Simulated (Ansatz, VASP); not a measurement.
**One calculation of Ag8Br7, two programs**

```
Ag Br
1.0
     0.00000    5.84195   -5.84195
     5.84195    5.84195    0.00000
     5.84195    0.00000   -5.84195
Ag Br
8 7
Direct
  0.17233 0.75000 0.32767
  0.25608 0.25000 0.24392
  0.62506 0.93798 0.12506
  0.62506 0.31191 0.12506
  0.37494 0.56202 0.87494
  0.37494 0.18809 0.87494
  0.82767 0.75000 0.67233
  0.74392 0.25000 0.75608
  0.50000 0.75000 0.00000
  0.02588 0.49136 0.99140
  0.97412 0.00864 0.00860
  0.49140 0.49136 0.52588
  0.50860 0.00864 0.47412
  0.00000 0.47260 0.50000
  0.00000 0.02740 0.50000
```

Change from the starting cell: atom 9 (Br) set half-way to the vacancy, atoms relaxed in the symmetry of that start.

Alike in both runs: functional PBE; k mesh 4 × 4 × 4; occupations gaussian, width 0.05 eV; no spin polarisation.

Ansatz relaxed the structure, and its values are those at the end. VASP's run is a single point on that final structure, the one shown.

|  | VASP | Ansatz |
| --- | --- | --- |
| version | VASP 6.6.1 | Ansatz 0.2.0 |
| potentials or method | VASP PAW PBE potentials, release 64 (Ag, Br), cutoff 520 eV | scalar-relativistic, plane waves, PAW |
| valence electrons in the cell | 137 | 201 |

|  | VASP | Ansatz | Ansatz less VASP |
| --- | --- | --- | --- |
| gap on the k mesh at the Fermi level (eV) | none | none | - |
| pressure (GPa) | 0.1 | 0.1 | +0.06 |
| rms of the force components (eV/Å) | 0.004 | 0.003 | -0.0016 |

A gap of «none» marks a metal or a gap that the smearing closes. The functional is the same, so the differences come from potentials, cutoffs and numerics. VASP's potentials hold 137 valence electrons a cell and Ansatz's 201, so a difference there can come from the potentials and not from the codes. Ansatz's warnings: stress scf threshold loose.
